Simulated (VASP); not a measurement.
Write the native input for VASP 6.6.1 that does the following.

* Task: single point
* Functional: PBE
* Potentials or basis: VASP PAW PBE potentials, release 64 (Na_pv)
* Cutoff: 520 eV
* k mesh: 16 × 16 × 16
* Occupations: gaussian, width 0.15 eV
* Spin: no spin polarisation
* Dipole correction: no
* Further INCAR settings: ALGO = Normal; EDIFF = 1e-06; NBANDS = 10

The structure of Na lies in POSCAR:

```
Na
1.0
   -2.1175000000      2.1175000000      2.1492625000
    2.1175000000     -2.1175000000      2.1492625000
    2.1175000000      2.1175000000     -2.1492625000
Na
1
Direct
    0.0000000000      0.0000000000      0.0000000000
```

This cell differs from its parent crystal: strain +0.000 along x and y, +0.015 along z.

One way to write it, as run:

INCAR

```
ALGO = Normal
EDIFF = 1E-6
ENCUT = 520
GGA = PE
ISIF = 2
ISMEAR = 0
LASPH = True
LCHARG = False
LREAL = False
LWAVE = False
NBANDS = 10
NELM = 60
PREC = Accurate
SIGMA = 0.15
```

KPOINTS

```
k-points
0
Gamma
  16 16 16
```

Potentials or basis: VASP PAW PBE potentials, release 64 (Na_pv).

Run with:

```bash
$ cat potpaw_PBE.64/Na_pv/POTCAR > POTCAR
$ mpirun -np 1 vasp_std > vasp.out
```

Results of the run:

```json
{
  "Pressure": "-0.3 GPa",
  "Band gap on the k mesh": "zero (an odd number of electrons rules out a gap without spin polarisation)"
}
```

Caveat: the cell differs from its parent crystal (strain +0.000 along x and y, +0.015 along z).

It took 85 s on 1 thread of Intel(R) Xeon(R) Platinum 8375C CPU @ 2.90GHz (Ice Lake), on a shared host, peak memory 0.22 GiB.
